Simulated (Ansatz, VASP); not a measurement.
One calculation of NaH, two programs

File POSCAR:

```
NaH
1.0
    0.0000000000      2.6657391886      2.6657391886
    2.6657391886      0.0000000000      2.6657391886
    2.6657391886      2.6657391886      0.0000000000
Na H
1 1
Direct
    0.0000000000      0.0000000000      0.0000000000
    0.2500000000      0.2500000000      0.2500000000
```

INCAR.step1

```
PREC     = Accurate       # precision mode
ENCUT    = 520            # plane-wave cutoff, eV
EDIFF    = 1E-5           # SCF threshold, eV
ISMEAR   = 0              # smearing method
SIGMA    = 0.01           # smearing width, eV
LREAL    = False          # projectors in reciprocal space
LASPH    = True           # aspherical terms in the spheres
NELM     = 100            # most SCF steps
ALGO     = Normal         # electronic algorithm
ISIF     = 2              # what is computed and relaxed
LWAVE    = True           # write WAVECAR
LCHARG   = False          # write CHGCAR
GGA      = PE             # functional
NBANDS   = 11             # bands
```

INCAR.step2

```
PREC     = Accurate       # precision mode
ENCUT    = 520            # plane-wave cutoff, eV
EDIFF    = 1E-6           # SCF threshold, eV
ISMEAR   = 0              # smearing method
SIGMA    = 0.01           # smearing width, eV
LREAL    = False          # projectors in reciprocal space
LASPH    = True           # aspherical terms in the spheres
NELM     = 100            # most SCF steps
ALGO     = Normal         # electronic algorithm
ISIF     = 2              # what is computed and relaxed
LWAVE    = False          # write WAVECAR
LCHARG   = False          # write CHGCAR
GGA      = PE             # functional
LHFCALC  = True           # exact exchange
HFSCREEN = 0.2079         # screening, 1/A
PRECFOCK = Normal       
ISTART   = 1            
NBANDS   = 11             # bands
```

File KPOINTS:

```
regular mesh
0
Gamma
  6 6 6
```

Input for Ansatz:

```yaml
crystal:
  lattice:
    - [0.0, 2.6657391886, 2.6657391886]
    - [2.6657391886, 0.0, 2.6657391886]
    - [2.6657391886, 2.6657391886, 0.0]
  atoms:
    - { symbol: Na, position: [0.0, 0.0, 0.0] }
    - { symbol: H, position: [0.25, 0.25, 0.25] }
kpoints:
  mp_grid: { grid: [6, 6, 6] }
  band_path:
    path:
      - [0.0, 0.0, 0.0]
      - [-0.5, -0.5, 0.0]
      - [-0.375, -0.375, 0.25]
      - [-0.375, 0.0, 0.375]
      - [0.0, 0.0, 0.5]
      - [-0.5, -0.25, 0.25]
    npoints: 1
hamiltonian:
  xc: hse06
scf:
  occupations: { method: fixed }
  n_extra_bands: 4
output:
  forces: true
  stress: true
  eigenvalues: true
  write_density: true
  write_potential: true
  elf: true
  volumetric_format: npy
```

Change from the starting cell: hydrostatic strain +2.6%.

Alike in both runs: task single point; functional HSE06; k mesh 6 × 6 × 6; no spin polarisation.

```csv
,VASP,Ansatz
version,VASP 6.6.1,Ansatz 0.2.0
potentials or method,"VASP PAW PBE potentials, release 64 (Na_pv, H)","plane waves, PAW"
plane-wave cutoff (eV),520,420
occupations,"gaussian, width 0.01 eV",fixed
valence electrons in the cell,8,10
```

```csv
,VASP,Ansatz,Ansatz less VASP
gap on the k mesh at the Fermi level (eV),4.55,4.55,+0.005
pressure (GPa),-1.2,-1.2,0.00
```

VASP's potentials hold 8 valence electrons a cell and Ansatz's 10, so a difference there can come from the potentials and not from the codes. Ansatz's warnings: stress exchange threshold loose, stress scf threshold loose.
